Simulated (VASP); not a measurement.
# As (Cmce) in VASP: relaxation of cell and atoms with PBE

Aim: the relaxation of cell and atoms of As with PBE.

Everything below comes from runs of VASP 6.6.1. Logs are shortened: lines on timing, memory, paths and dates and some standing lists are left out, and cuts for length are marked.

## 1. The cell of the first run

Symmetry: Cmce, No. 64, orthorhombic system. The conventional cell has a = 3.652 Å, b = 11.387 Å, c = 4.740 Å, α = 90.00°, β = 90.00°, γ = 90.00°. As (site symmetry m) has 3 As at 2.48 Å within 3.3 Å.

## 2. Relaxation of cell and atoms, PBE

Contents of INCAR:

```
SYSTEM = As
PREC = Accurate
ENCUT = 600
EDIFF = 1E-7
ISMEAR = 0
SIGMA = 0.1
LREAL = .False.
LASPH = .True.
NELM = 100
ALGO = Normal
ISIF = 3
LWAVE = .False.
LCHARG = .False.
GGA = PE
IBRION = 2
NSW = 100
EDIFFG = -0.005
```

Contents of KPOINTS:

```
Automatic mesh
0
Gamma
  12 12 10
  0 0 0
```

Contents of POSCAR:

```
As
1.0
    1.8259429108     -5.6934005771      0.0000000000
    1.8259429108      5.6934005771      0.0000000000
    0.0000000000      0.0000000000      4.7398728700
As
4
Direct
    0.1045582800      0.8954417200      0.0735437500
    0.8954417200      0.1045582800      0.9264562500
    0.3954417200      0.6045582800      0.5735437500
    0.6045582800      0.3954417200      0.4264562500
```

Potentials or basis: VASP PAW PBE potentials, release 64 (As).

On the command line:

```console
cat potpaw_PBE.64/As/POTCAR > POTCAR
mpirun -np 1 vasp_std > vasp.out
```

OUTCAR:

```text
SYSTEM = As
   PREC = Accurate
   ENCUT = 600
   EDIFF = 1E-7
   ISMEAR = 0
   LREAL = .False.
   LASPH = .True.
   NELM = 100
   ISIF = 3
   GGA = PE
   IBRION = 2
   NSW = 100
   EDIFFG = -0.005

 ion  position               nearest neighbor table
   1  0.105  0.895  0.074-   4 2.48   4 2.48   2 2.48
   2  0.895  0.105  0.926-   3 2.48   3 2.48   1 2.48
   3  0.395  0.605  0.574-   2 2.48   2 2.48   4 2.48
   4  0.605  0.395  0.426-   1 2.48   1 2.48   3 2.48

  LATTYP: Found a base centered orthorhombic cell.
 ALAT       =     3.6518858216
 B/A-ratio  =     3.1180605612
 C/A-ratio  =     1.2979247166

  Lattice vectors:

 A1 = (   1.8259429108,  -5.6934005771,   0.0000000000)
 A2 = (   1.8259429108,   5.6934005771,   0.0000000000)
 A3 = (   0.0000000000,   0.0000000000,   4.7398728700)

Analysis of symmetry for initial positions (statically):
=====================================================================
 Subroutine PRICEL returns:
 Original cell was already a primitive cell.

 Routine SETGRP: Setting up the symmetry group for a
 base centered orthorhombic supercell.

 Subroutine GETGRP returns: Found  8 space group operations
 (whereof  4 operations were pure point group operations)
 out of a pool of  8 trial point group operations.

The static configuration has the point symmetry C_2h.
 The point group associated with its full space group is D_2h.

Analysis of symmetry for dynamics (positions and initial velocities):
=====================================================================
 Subroutine PRICEL returns:
 Original cell was already a primitive cell.

 Routine SETGRP: Setting up the symmetry group for a
 base centered orthorhombic supercell.

 Subroutine GETGRP returns: Found  8 space group operations
 (whereof  4 operations were pure point group operations)
 out of a pool of  8 trial point group operations.

The dynamic configuration has the point symmetry C_2h.
 The point group associated with its full space group is D_2h.

 Subroutine INISYM returns: Found  8 space group operations
 (whereof  4 operations are pure point group operations),
 and found     1 'primitive' translations

----------------------------------------------------------------------------------------

                                     Primitive cell

  volume of cell :      98.5498

  direct lattice vectors                    reciprocal lattice vectors
     1.825942911 -5.693400577  0.000000000     0.273831124 -0.087820977  0.000000000
     1.825942911  5.693400577  0.000000000     0.273831124  0.087820977  0.000000000
     0.000000000  0.000000000  4.739872870     0.000000000  0.000000000  0.210976123

  length of vectors
     5.979036515  5.979036515  4.739872870     0.287569137  0.287569137  0.210976123

  position of ions in fractional coordinates (direct lattice)
     0.104558280  0.895441720  0.073543750
     0.895441720  0.104558280  0.926456250
     0.395441720  0.604558280  0.573543750
     0.604558280  0.395441720  0.426456250

  ion indices of the primitive-cell ions
   primitive index   ion index
                 1           1
                 2           2
                 3           3
                 4           4

----------------------------------------------------------------------------------------

 KPOINTS: Automatic mesh

Automatic generation of k-mesh.
 Grid dimensions read from file:
 generate k-points for:   12   12   10

 Generating k-lattice:

  Cartesian coordinates                     Fractional coordinates (reciprocal lattice)
     0.022819260 -0.007318415  0.000000000     0.083333333  0.000000000  0.000000000
     0.022819260  0.007318415  0.000000000     0.000000000  0.083333333  0.000000000
     0.000000000  0.000000000  0.021097612     0.000000000  0.000000000  0.100000000

  Length of vectors
     0.023964095  0.023964095  0.021097612

  Shift w.r.t. Gamma in fractional coordinates (k-lattice)
     0.000000000  0.000000000  0.000000000

 Subroutine IBZKPT returns following result:
 ===========================================

 Found    258 irreducible k-points:

 Following reciprocal coordinates:
            Coordinates               Weight
  0.000000  0.000000  0.000000      1.000000
  0.083333 -0.000000  0.000000      4.000000
  0.166667  0.000000  0.000000      4.000000
  0.250000  0.000000  0.000000      4.000000
  0.333333  0.000000  0.000000      4.000000
  0.416667 -0.000000  0.000000      4.000000
[... 16 lines left out ...]
  0.500000  0.166667  0.000000      4.000000
 -0.416667  0.166667  0.000000      4.000000
 [... further k-points ...]
   k-points           NKPTS =    258   k-points in BZ     NKDIM =    258   number of bands    NBANDS=     14
   number of dos      NEDOS =    301   number of ions     NIONS =      4
   total plane-waves  NPLWV =  92160
   dimension x,y,z NGX =    48 NGY =   48 NGZ =   40
   dimension x,y,z NGXF=    96 NGYF=   96 NGZF=   80
   ions per type =               4
   NGX,Y,Z   is equivalent  to a cutoff of  13.35, 13.35, 14.03 a.u.
   NGXF,Y,Z  is equivalent  to a cutoff of  26.69, 26.69, 28.06 a.u.
 SYSTEM =  As
   PREC   = accura    normal or accurate (medium, high low for compatibility)
   ISTART =      0    job   : 0-new  1-cont  2-samecut
   ICHARG =      2    charge: 1-file 2-atom 10-const
   ISPIN  =      1    spin polarized calculation?
   LNONCOLLINEAR =      F non collinear calculations
   LSORBIT =      F    spin-orbit coupling
   LASPH  =      T    aspherical Exc in radial PAW
   ENCUT  =  600.0 eV  44.10 Ry    6.64 a.u.  11.94 11.94  9.47*2*pi/ulx,y,z
   NELM   =    100;   NELMIN=  2; NELMDL= -5     # of ELM steps
   EDIFF  = 0.1E-06   stopping-criterion for ELM
   LREAL  =      F    real-space projection
   EDIFFG = -.5E-02   stopping-criterion for IOM
   NSW    =    100    number of steps for IOM
   IBRION =      2    ionic relax: 0-MD 1-quasi-New 2-CG
   NFREE  =      1    steps in history (QN), initial steepest desc. (CG)
   ISIF   =      3    stress and relaxation
   ISYM   =      2    0-nonsym 1-usesym 2-fastsym
   POTIM  = 0.5000    time-step for ionic-motion
   TEBEG  =    0.0;   TEEND  =   0.0 temperature during run
   PSTRESS=    0.0 pullay stress
   NELECT =      20.0000    total number of electrons
   NUPDOWN=      -1.0000    fix difference up-down
   EMIN   =  10.00;   EMAX   =-10.00  energy-range for DOS
   EFERMI =   0.00;   METHOD = LEGACY
   ISMEAR =     0;   SIGMA  =   0.10  broadening in eV -4-tet -1-fermi 0-gaus
   EFERMI_NEDOS =   21; number of points for ismear=-14 and -15
   IALGO  =     38    algorithm
   IMIX   =      4    mixing-type and parameters
     AMIX     =   0.40;   BMIX     =  1.00
     AMIX_MAG =   1.60;   BMIX_MAG =  1.00
  volume/ion in A,a.u.               =      24.64       166.26
  Fermi-wavevector in a.u.,A,eV,Ry     =   0.962054  1.818019 12.592854  0.925549
  Thomas-Fermi vector in A             =   2.091480
   LORBIT       =      0    0 simple, 1 ext, 2 COOP (PROOUT), +10 PAW based schemes
   GGA     = PE    functional components
   LHFCALC =     F    Hartree Fock is set to
   AEXX    =    0.0000 exact exchange contribution
   IVDW    =     0    specifies the selected vdW correction
   LEPSILON=     F    determine dielectric tensor
   LRPA    =     F    only Hartree local field effects (RPA)
 conjugate gradient relaxation of ions
 non-spin polarized calculation
 Gauss-broadening in eV      SIGMA  =   0.10
  energy-cutoff  :      600.00
  volume of cell :       98.55
 maximum number of plane-waves:      3314
   NGX = 23   NGY = 23   NGZ = 19

--------------------------------------- Ionic step        1  -------------------------------------------

 number of electron      20.0000000 magnetization

 Free energy of the ion-electron system (eV)
  ---------------------------------------------------
  ext. energy  EPLUGINS =         0.00000000
  ---------------------------------------------------
  free energy    TOTEN  =       -18.58827277 eV

  energy without entropy =      -18.58805885  energy(sigma->0) =      -18.58816581

------------------------ aborting loop because EDIFF is reached ----------------------------------------

  FORCE on cell =-STRESS in cart. coord.  units (eV):
  Direction    XX          YY          ZZ          XY          YZ          ZX
  --------------------------------------------------------------------------------------
  -------------------------------------------------------------------------------------
  Total        1.2983492      1.1809158      1.1785680      0.0000000      0.0000000      0.0000000
  in kB       21.1079704     19.1987908     19.1606218      0.0000000      0.0000000      0.0000000
  external PRESSURE =      19.8224610 kB  Pullay stress =       0.0000000 kB
[... 95 lines left out ...]
  FREE ENERGIE OF THE ION-ELECTRON SYSTEM (eV)
  ---------------------------------------------------
  free  energy   TOTEN  =       -18.6102989064 eV

  energy  without entropy=      -18.6101198454  energy(sigma->0) =      -18.61020938

[... ionic steps 4 to 17 ...]

--------------------------------------- Ionic step       18  -------------------------------------------

 number of electron      20.0000000 magnetization

------------------------ aborting loop because EDIFF is reached ----------------------------------------
[... 71 lines left out ...]
--------------------------------------- Ionic step       20  -------------------------------------------

 number of electron      20.0000000 magnetization

 Free energy of the ion-electron system (eV)
  ---------------------------------------------------
  ext. energy  EPLUGINS =         0.00000000
  ---------------------------------------------------
  free energy    TOTEN  =       -18.61275119 eV

  energy without entropy =      -18.61244933  energy(sigma->0) =      -18.61260026

 E-fermi :   3.9219     XC(G=0):  -9.2529

 val. band max:        3.9206277369   @ k =   0.5000   0.5000   0.0000
 cond. band min:       3.9986787449   @ k =   0.5000   0.4167   0.0000
 fundamental gap:      0.0780510080
 Fermi energy:         3.9218879625

 k-point     1 :       0.0000    0.0000    0.0000
  band No.  band energies     occupation
      1     -10.4367      2.00000
      2      -8.0253      2.00000
      3      -5.5818      2.00000
      4      -2.4022      2.00000
      5      -1.6173      2.00000
      6       0.0263      2.00000
      7       0.9605      2.00000
      8       1.8458      2.00000
      9       2.1795      2.00000
     10       2.9546      2.00000
     11       5.5191      0.00000
     12       5.7254      0.00000
     13       6.1359      0.00000
     14       6.9421      0.00000
[... 377 lines left out ...]
      1      -9.7322      2.00000
      2      -7.7144      2.00000
      3      -6.2657      2.00000
      4      -3.6100      2.00000
      5      -0.5634      2.00000
      6      -0.1812      2.00000
      7       0.5883      2.00000
      8       1.2706      2.00000
      9       2.1049      2.00000
     10       3.0544      2.00000
     11       4.5180      0.00000
     12       5.6218      0.00000
     13       6.3927      0.00000
     14       6.7757      0.00000

 [... further k-points ...]
[... 5 lines left out ...]
  --------------------------------------------------------------------------------------
  -------------------------------------------------------------------------------------
  Total       -0.0049546     -0.0056035      0.0068407      0.0000000      0.0000000      0.0000000
  in kB       -0.0799878     -0.0904644      0.1104366      0.0000000      0.0000000      0.0000000
  external PRESSURE =      -0.0200052 kB  Pullay stress =       0.0000000 kB
[... 19 lines left out ...]
  FREE ENERGIE OF THE ION-ELECTRON SYSTEM (eV)
  ---------------------------------------------------
  free  energy   TOTEN  =       -18.6127511891 eV

  energy  without entropy=      -18.6124493271  energy(sigma->0) =      -18.61260026

 reached required accuracy - stopping structural energy minimisation
```

Run time: 51 min. Hardware: 1 thread of Intel Xeon Platinum 8488C (Sapphire Rapids), shared host; peak memory 0.61 GiB.

What came out:

```yaml
Free_energy: -18.6128 eV
Relaxed_volume: 24.81 Å³/atom
Relaxed_cell: a = 6.013 Å, b = 6.013 Å, c = 4.681 Å, α = 90.00°, β = 90.00°, γ = 144.10°
Space_group_after_relaxing_to_0.05_Å: Cmce (No. 64)
Energy_gained_by_relaxing: 6.1 meV/atom
Ionic_steps: 20
Pressure_after_relaxing: 0.0 GPa
```

Step by step:
```csv
step,energy change (eV),largest force (eV/Å),pressure (GPa),volume (Å³)
1,0.0000,0.3624,1.98,98.55
2,-0.0096,0.2162,-1.46,102.96
3,-0.0220,0.0236,-0.06,101.03
4,-0.0224,0.0262,-0.06,100.92
5,-0.0232,0.0446,-0.05,100.59
6,-0.0230,0.0921,-0.04,99.93
7,-0.0234,0.0656,-0.05,100.30
8,-0.0236,0.0589,-0.04,100.24
9,-0.0240,0.0387,-0.03,100.04
10,-0.0244,0.0043,-0.01,99.66
11,-0.0244,0.0059,-0.01,99.64
12,-0.0244,0.0069,-0.01,99.62
13,-0.0244,0.0067,-0.01,99.61
14,-0.0244,0.0062,0.00,99.58
15,-0.0244,0.0054,0.00,99.51
16,-0.0245,0.0051,0.02,99.37
17,-0.0245,0.0087,0.05,99.10
18,-0.0245,0.0063,0.04,99.24
19,-0.0245,0.0031,0.02,99.24
20,-0.0245,0.0015,0.00,99.24
```

Final structure:
```
As
1.0
     1.85319   -5.72010    0.00000
     1.85319    5.72010    0.00000
     0.00000    0.00000    4.68104
As
4
Cartesian
  1.8532 4.5085 0.3211
  1.8532 -4.5085 4.3599
  1.8532 1.2116 2.6617
  1.8532 -1.2116 2.0194
```

Levels at points of the mesh, in eV from the Fermi level:
| k point | band 6 | band 7 | band 8 | band 9 | band 10 | band 11 | band 12 | band 13 | band 14 |
| --- | --- | --- | --- | --- | --- | --- | --- | --- | --- |
| (0.00, 0.00, 0.00) | -3.90 | -2.96 | -2.08 | -1.74 | -0.97 | 1.60 | 1.80 | 2.21 | 3.02 |
| (0.50, 0.00, 0.00) | -3.83 | -2.55 | -2.55 | -2.26 | -2.26 | 0.91 | 0.91 | 1.28 | 1.28 |
| (0.50, 0.50, 0.00) | -4.26 | -3.19 | -1.41 | -1.36 | -0.06 | 0.00 | 1.80 | 2.05 | 2.78 |
| (0.00, 0.00, 0.50) | -3.89 | -2.07 | -2.07 | -0.82 | -0.82 | 0.90 | 0.90 | 2.34 | 2.34 |
| (0.50, 0.00, 0.50) | -4.99 | -4.31 | -4.31 | -1.69 | -1.69 | 2.00 | 2.00 | 4.06 | 4.06 |
| (0.50, 0.50, 0.50) | -2.14 | -2.08 | -2.08 | -1.23 | -1.23 | 1.36 | 1.36 | 1.79 | 1.79 |
